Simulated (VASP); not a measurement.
# HfSi2O6 (P1) in VASP: relaxation of cell and atoms with PBE

Aim: the relaxation of cell and atoms of HfSi2O6 with PBE.

Program: VASP 6.6.1. These are calculated values, not measurements. Logs are shortened: lines on timing, memory, paths and dates and some standing lists are left out, and cuts for length are marked.

## Step 1: The cell of the first run

The typed cell holds 9 atoms: a = 4.985 Å, b = 5.534 Å, c = 5.992 Å, α = 90.16°, β = 90.94°, γ = 116.22°.

## Step 2: Relaxation of cell and atoms, PBE

The input, INCAR:

```
SYSTEM = HfSi2O6
PREC = Accurate
ENCUT = 600
EDIFF = 1E-6
ISMEAR = 0
SIGMA = 0.1
LREAL = .False.
LASPH = .True.
NELM = 60
ALGO = Normal
ISIF = 3
LWAVE = .False.
LCHARG = .False.
GGA = PE
IBRION = 2
NSW = 80
EDIFFG = -0.025
```

The input, KPOINTS:

```
regular mesh
0
Gamma
  4 4 2
  0 0 0
```

The input, POSCAR:

```
HfSi2O6
1.0
   -0.0238951510     -4.9843512698      0.0409996720
   -4.9525448482      2.4685688009     -0.0660968693
    0.1226541637      0.0489216859     -5.9903049528
Hf Si O
1 2 6
Direct
    0.4384793764     -0.0167773452     -0.0003564910
    0.0193808845      0.5141875617      0.3474872622
    0.5222551533      0.5230154242      0.6843995028
    0.5790570781      0.8006064360      0.7981490231
    0.8514881926      0.5321510472      0.5529075726
    0.7890821832      0.2035371125      0.1915246620
    0.3605224235      0.2485468191      0.8399146315
    0.3162916131      0.4519014289      0.4161557244
    0.1242130953      0.7428315156      0.1698181124
```

Potentials or basis: VASP PAW PBE potentials, release 64 (Hf_pv, Si, O).

Run with:

```
cat potpaw_PBE.64/Hf_pv/POTCAR potpaw_PBE.64/Si/POTCAR potpaw_PBE.64/O/POTCAR > POTCAR
mpirun -np 1 vasp_std > vasp.out
```

OUTCAR:

```text
SYSTEM = HfSi2O6
   PREC = Accurate
   ENCUT = 600
   EDIFF = 1E-6
   ISMEAR = 0
   LREAL = .False.
   LASPH = .True.
   NELM = 60
   ISIF = 3
   GGA = PE
   IBRION = 2
   NSW = 80
   EDIFFG = -0.025

 ion  position               nearest neighbor table
   1  0.438  0.983  1.000-   9 1.87   4 1.90   7 1.93   6 1.98   2 3.29   3 3.34   3 3.41
   2  0.019  0.514  0.347-   5 1.53   9 1.56   8 1.71   6 1.83   1 3.29
   3  0.522  0.523  0.684-   4 1.58   7 1.67   5 1.81   8 1.84   1 3.34   1 3.41
   4  0.579  0.801  0.798-   3 1.58   1 1.90
   5  0.851  0.532  0.553-   2 1.53   3 1.81
   6  0.789  0.204  0.192-   2 1.83   1 1.98
   7  0.361  0.249  0.840-   3 1.67   1 1.93
   8  0.316  0.452  0.416-   2 1.71   3 1.84
   9  0.124  0.743  0.170-   2 1.56   1 1.87

  LATTYP: Found a triclinic cell.
 ALAT       =     5.5340673283
 B/A-ratio  =     2.0850866899
 C/A-ratio  =     0.9007077202
 COS(alpha) =     0.0004090797
 COS(beta)  =     0.4418556652
 COS(gamma) =     0.7669005992

  Lattice vectors:

 A1 = (   4.9525448482,  -2.4685688009,   0.0660968693)
 A2 = (   9.8063306837,  -0.0017080179,   6.0814990194)
 A3 = (  -0.0238951510,  -4.9843512698,   0.0409996720)

Analysis of symmetry for initial positions (statically):
=====================================================================
 Subroutine PRICEL returns:
 Original cell was already a primitive cell.

 Routine SETGRP: Setting up the symmetry group for a
 triclinic supercell.

 Subroutine GETGRP returns: Found  1 space group operations
 (whereof  1 operations were pure point group operations)
 out of a pool of  2 trial point group operations.

The static configuration has the point symmetry C_1 .

Analysis of symmetry for dynamics (positions and initial velocities):
=====================================================================
 Subroutine PRICEL returns:
 Original cell was already a primitive cell.

 Routine SETGRP: Setting up the symmetry group for a
 triclinic supercell.

 Subroutine GETGRP returns: Found  1 space group operations
 (whereof  1 operations were pure point group operations)
 out of a pool of  2 trial point group operations.

The dynamic configuration has the point symmetry C_1 .

 Subroutine INISYM returns: Found  1 space group operations
 (whereof  1 operations are pure point group operations),
 and found     1 'primitive' translations

----------------------------------------------------------------------------------------

                                     Primitive cell

  volume of cell :     148.2433

  direct lattice vectors                    reciprocal lattice vectors
    -0.023895151 -4.984351270  0.040999672    -0.099729577 -0.200180052 -0.003676840
    -4.952544848  2.468568801 -0.066096869    -0.201397087  0.000931647 -0.004116087
     0.122654164  0.048921686 -5.990304953     0.001539627 -0.001380380 -0.166916158

  length of vectors
     4.984577167  5.534067328  5.991760242     0.223677359  0.201441298  0.166928966

  position of ions in fractional coordinates (direct lattice)
     0.438479376  0.983222655  0.999643509
     0.019380885  0.514187562  0.347487262
     0.522255153  0.523015424  0.684399503
     0.579057078  0.800606436  0.798149023
     0.851488193  0.532151047  0.552907573
     0.789082183  0.203537113  0.191524662
     0.360522424  0.248546819  0.839914632
     0.316291613  0.451901429  0.416155724
     0.124213095  0.742831516  0.169818112

  ion indices of the primitive-cell ions
   primitive index   ion index
                 1           1
                 2           2
                 3           3
                 4           4
                 5           5
                 6           6
                 7           7
                 8           8
                 9           9

----------------------------------------------------------------------------------------

 KPOINTS: regular mesh

Automatic generation of k-mesh.
 Grid dimensions read from file:
 generate k-points for:    4    4    2

 Generating k-lattice:

  Cartesian coordinates                     Fractional coordinates (reciprocal lattice)
    -0.024932394 -0.050045013 -0.000919210     0.250000000  0.000000000  0.000000000
    -0.050349272  0.000232912 -0.001029022    -0.000000000  0.250000000  0.000000000
     0.000769814 -0.000690190 -0.083458079     0.000000000  0.000000000  0.500000000

  Length of vectors
     0.055919340  0.050360325  0.083464483

  Shift w.r.t. Gamma in fractional coordinates (k-lattice)
     0.000000000  0.000000000  0.000000000

 Subroutine IBZKPT returns following result:
 ===========================================

 Found     20 irreducible k-points:

 Following reciprocal coordinates:
            Coordinates               Weight
  0.000000  0.000000  0.000000      1.000000
  0.250000  0.000000  0.000000      2.000000
  0.500000  0.000000  0.000000      1.000000
 -0.000000  0.250000  0.000000      2.000000
  0.250000  0.250000 -0.000000      2.000000
  0.500000  0.250000  0.000000      2.000000
[... 12 lines left out ...]
  0.250000  0.500000  0.500000      2.000000
  0.500000  0.500000  0.500000      1.000000
   k-points           NKPTS =     20   k-points in BZ     NKDIM =     20   number of bands    NBANDS=     32
   number of dos      NEDOS =    301   number of ions     NIONS =      9
   total plane-waves  NPLWV =  92160
   dimension x,y,z NGX =    40 NGY =   48 NGZ =   48
   dimension x,y,z NGXF=    80 NGYF=   96 NGZF=   96
   ions per type =               1   2   6
   NGX,Y,Z   is equivalent  to a cutoff of  13.34, 14.42, 13.32 a.u.
   NGXF,Y,Z  is equivalent  to a cutoff of  26.68, 28.84, 26.64 a.u.
 SYSTEM =  HfSi2O6
   PREC   = accura    normal or accurate (medium, high low for compatibility)
   ISTART =      0    job   : 0-new  1-cont  2-samecut
   ICHARG =      2    charge: 1-file 2-atom 10-const
   ISPIN  =      1    spin polarized calculation?
   LNONCOLLINEAR =      F non collinear calculations
   LSORBIT =      F    spin-orbit coupling
   LASPH  =      T    aspherical Exc in radial PAW
   ENCUT  =  600.0 eV  44.10 Ry    6.64 a.u.   9.96 11.05 11.97*2*pi/ulx,y,z
   NELM   =     60;   NELMIN=  2; NELMDL= -5     # of ELM steps
   EDIFF  = 0.1E-05   stopping-criterion for ELM
   LREAL  =      F    real-space projection
   EDIFFG = -.3E-01   stopping-criterion for IOM
   NSW    =     80    number of steps for IOM
   IBRION =      2    ionic relax: 0-MD 1-quasi-New 2-CG
   NFREE  =      1    steps in history (QN), initial steepest desc. (CG)
   ISIF   =      3    stress and relaxation
   ISYM   =      2    0-nonsym 1-usesym 2-fastsym
   POTIM  = 0.5000    time-step for ionic-motion
   TEBEG  =    0.0;   TEEND  =   0.0 temperature during run
   PSTRESS=    0.0 pullay stress
   NELECT =      54.0000    total number of electrons
   NUPDOWN=      -1.0000    fix difference up-down
   EMIN   =  10.00;   EMAX   =-10.00  energy-range for DOS
   EFERMI =   0.00;   METHOD = LEGACY
   ISMEAR =     0;   SIGMA  =   0.10  broadening in eV -4-tet -1-fermi 0-gaus
   EFERMI_NEDOS =   21; number of points for ismear=-14 and -15
   IALGO  =     38    algorithm
   IMIX   =      4    mixing-type and parameters
     AMIX     =   0.40;   BMIX     =  1.00
     AMIX_MAG =   1.60;   BMIX_MAG =  1.00
  volume/ion in A,a.u.               =      16.47       111.16
  Fermi-wavevector in a.u.,A,eV,Ry     =   1.169179  2.209428 18.598886  1.366980
  Thomas-Fermi vector in A             =   2.305655
   LORBIT       =      0    0 simple, 1 ext, 2 COOP (PROOUT), +10 PAW based schemes
   GGA     = PE    functional components
   LHFCALC =     F    Hartree Fock is set to
   AEXX    =    0.0000 exact exchange contribution
   IVDW    =     0    specifies the selected vdW correction
   LEPSILON=     F    determine dielectric tensor
   LRPA    =     F    only Hartree local field effects (RPA)
 conjugate gradient relaxation of ions
 non-spin polarized calculation
 Gauss-broadening in eV      SIGMA  =   0.10
  energy-cutoff  :      600.00
  volume of cell :      148.24
 maximum number of plane-waves:      4968
   NGX = 19   NGY = 23   NGZ = 23

--------------------------------------- Ionic step        1  -------------------------------------------

 number of electron      54.0000000 magnetization

 Free energy of the ion-electron system (eV)
  ---------------------------------------------------
  ext. energy  EPLUGINS =         0.00000000
  ---------------------------------------------------
  free energy    TOTEN  =       -75.35500972 eV

  energy without entropy =      -75.35500972  energy(sigma->0) =      -75.35500972

------------------------ aborting loop because EDIFF is reached ----------------------------------------

  FORCE on cell =-STRESS in cart. coord.  units (eV):
  Direction    XX          YY          ZZ          XY          YZ          ZX
  --------------------------------------------------------------------------------------
  -------------------------------------------------------------------------------------
  Total       -0.7585498     -2.7742133     -0.9234469     -2.8789465     -5.9037433     -5.2048020
  in kB       -8.1982176    -29.9830095     -9.9803853    -31.1149398    -63.8061933    -56.2522092
  external PRESSURE =     -16.0538708 kB  Pullay stress =       0.0000000 kB
[... 73 lines left out ...]
--------------------------------------- Ionic step        3  -------------------------------------------

 number of electron      54.0000004 magnetization

 E-fermi :  -0.1320     XC(G=0):  -8.3729

 val. band max:       -0.5579601961   @ k =  -0.0000   0.5000   0.0000
 cond. band min:       4.3494854730   @ k =   0.0000   0.0000   0.0000
 fundamental gap:      4.9074456691
 Fermi energy:        -0.1320096131

 k-point     1 :       0.0000    0.0000    0.0000
  band No.  band energies     occupation
      1     -29.3760      2.00000
      2     -29.2727      2.00000
      3     -29.2455      2.00000
      4     -18.9642      2.00000
      5     -17.5245      2.00000
      6     -17.4346      2.00000
[... 725 lines left out ...]
  FREE ENERGIE OF THE ION-ELECTRON SYSTEM (eV)
  ---------------------------------------------------
  free  energy   TOTEN  =       -76.9049627887 eV

  energy  without entropy=      -76.9049627887  energy(sigma->0) =      -76.90496279

[... ionic steps 4 to 21 ...]

--------------------------------------- Ionic step       22  -------------------------------------------

 number of electron      53.9999998 magnetization

------------------------ aborting loop because EDIFF is reached ----------------------------------------
[... 81 lines left out ...]
--------------------------------------- Ionic step       24  -------------------------------------------

 number of electron      53.9999998 magnetization

 Free energy of the ion-electron system (eV)
  ---------------------------------------------------
  ext. energy  EPLUGINS =         0.00000000
  ---------------------------------------------------
  free energy    TOTEN  =       -77.31800830 eV

  energy without entropy =      -77.31800830  energy(sigma->0) =      -77.31800830

 E-fermi :   0.0854     XC(G=0):  -8.4393

 val. band max:       -0.4168752971   @ k =   0.0000   0.0000   0.5000
 cond. band min:       4.6645615589   @ k =   0.0000   0.0000   0.0000
 fundamental gap:      5.0814368560
 Fermi energy:         0.0854449538

 k-point     1 :       0.0000    0.0000    0.0000
  band No.  band energies     occupation
      1     -29.2410      2.00000
      2     -29.2021      2.00000
      3     -29.1762      2.00000
      4     -19.1522      2.00000
      5     -17.6590      2.00000
      6     -17.3891      2.00000
[... 725 lines left out ...]
  FREE ENERGIE OF THE ION-ELECTRON SYSTEM (eV)
  ---------------------------------------------------
  free  energy   TOTEN  =       -77.3180083002 eV

  energy  without entropy=      -77.3180083002  energy(sigma->0) =      -77.31800830

 reached required accuracy - stopping structural energy minimisation
```

It took 13 min on 1 thread of Intel Xeon 6975P-C (Granite Rapids), shared host; peak memory 0.38 GiB.

Results:

```yaml
Free_energy: -77.3180 eV
Relaxed_volume: 16.00 Å³/atom
Relaxed_cell: a = 4.991 Å, b = 5.523 Å, c = 5.850 Å, α = 91.52°, β = 89.76°, γ = 116.73°
Space_group_after_relaxing_to_0.05_Å: C2 (No. 5)
Energy_gained_by_relaxing: 218.1 meV/atom
Ionic_steps: 24
Pressure_after_relaxing: 0.0 GPa
Largest_force_after_relaxing: 0.025 eV/Å
Band_gap_on_the_k_mesh: 5.08 eV, indirect (least direct gap 5.33 eV)
```

Forces in eV/Å, atoms in the order of the input:
```
Hf  -0.001 -0.007  0.000
Si  -0.006 -0.003 -0.011
Si  -0.021  0.000 -0.005
O    0.014  0.000 -0.017
O   -0.007 -0.008  0.019
O   -0.016  0.010  0.009
O    0.016 -0.015  0.008
O    0.018  0.015  0.008
O    0.003  0.009 -0.010
```

Stress tensor (GPa, compression positive):
```
 0.02  0.00 -0.02
 0.00 -0.09  0.04
-0.02  0.04  0.03
```

Step by step:
```csv
step,energy change (eV),largest force (eV/Å),pressure (GPa),volume (Å³)
1,0.0000,6.8880,-1.61,148.24
2,3.5223,13.7750,13.28,144.42
3,-1.5500,2.3978,-3.49,146.86
4,-1.3232,7.0355,6.42,139.81
5,-1.8234,1.6021,-0.10,143.62
6,-1.7940,3.2698,1.73,142.36
7,-1.9083,0.5772,0.51,143.03
8,-1.9360,0.4838,0.05,143.55
9,-1.9360,0.4845,0.05,143.55
10,-1.9512,0.3055,-0.32,143.95
11,-1.9514,0.2430,-0.29,143.92
12,-1.9550,0.2148,0.13,143.60
13,-1.9550,0.1992,0.11,143.62
14,-1.9582,0.1343,0.24,143.56
15,-1.9583,0.1543,0.29,143.54
16,-1.9607,0.1141,0.05,143.79
17,-1.9610,0.1196,-0.08,143.93
18,-1.9618,0.0849,-0.07,143.96
19,-1.9618,0.0783,-0.07,143.95
20,-1.9623,0.0554,0.03,143.88
21,-1.9625,0.0791,0.13,143.81
22,-1.9628,0.0356,0.07,143.87
23,-1.9629,0.0477,0.03,143.91
24,-1.9630,0.0246,-0.02,143.97
```

Final structure:
```xyz
9
Lattice="-0.0067 -4.9914 -0.0107 -4.9291 2.4906 -0.0013 0.1691 -0.0119 -5.8474" Properties=species:S:1:pos:R:3 pbc="T T T"
Hf   -0.0104   -2.2729   -0.0057
Si   -2.3499    1.1471   -2.0150
Si   -2.4069   -1.3421   -3.8389
O    -3.7639   -0.9019   -4.6215
O    -2.5579   -2.9017   -3.3526
O    -1.0160   -3.4074   -1.2148
O    -1.1208   -1.2222   -4.8346
O    -2.1844   -0.4087   -2.5100
O    -3.6565    1.2549   -1.0442
```

Caveat: the k points lie up to 0.54 Å⁻¹ apart in the final cell; spin-orbit coupling is left out, which moves the levels of the heavy elements.
